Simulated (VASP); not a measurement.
Here is a VASP 6.6.1 calculation.

File INCAR:

```
SYSTEM = Ag2O5
ALGO = Normal ; EDIFF = 1E-7
ENCUT = 520 ; GGA = PE
ISIF = 2 ; ISMEAR = -1
LASPH = .True. ; LCHARG = .True.
LELF = .True. ; LREAL = .False.
LVHAR = .True. ; LWAVE = .False.
NBANDS = 65 ; NELM = 80
PREC = Accurate ; SIGMA = 0.06122561905347299
```

File KPOINTS:

```
k-points
0
Gamma
  11 11 11
  0 0 0
```

File POSCAR:

```
Ag2O5
1.0
    5.3473273625      0.0000000000      0.0000000000
    0.0000000000      5.3473273625      0.0000000000
    0.0000000000      0.0000000000      5.3473273625
Ag O
4 10
Direct
    0.0000000000      0.0000000000      0.0000000000
    0.5000000000      0.5000000000      0.0000000000
    0.5000000000      0.0000000000      0.5000000000
    0.0000000000      0.5000000000      0.5000000000
    0.5000000000      0.0000000000      0.0000000000
    0.0000000000      0.5000000000      0.0000000000
    0.0000000000      0.0000000000      0.5000000000
    0.5000000000      0.5000000000      0.5000000000
    0.7500000000      0.7500000000      0.2500000000
    0.7500000000      0.2500000000      0.7500000000
    0.2500000000      0.7500000000      0.7500000000
    0.7500000000      0.2500000000      0.2500000000
    0.2500000000      0.7500000000      0.2500000000
    0.2500000000      0.2500000000      0.7500000000
```

Potentials or basis: VASP PAW PBE potentials, release 64 (Ag, O).

The run is started by

```sh
$ cat potpaw_PBE.64/Ag/POTCAR potpaw_PBE.64/O/POTCAR > POTCAR
$ mpirun -np 1 vasp_std > vasp.out
```

Predict the band gap on the k mesh.

zero (bands 52 and 53 overlap by 0.33 eV).

Predict the pressure.

-2.6 GPa.
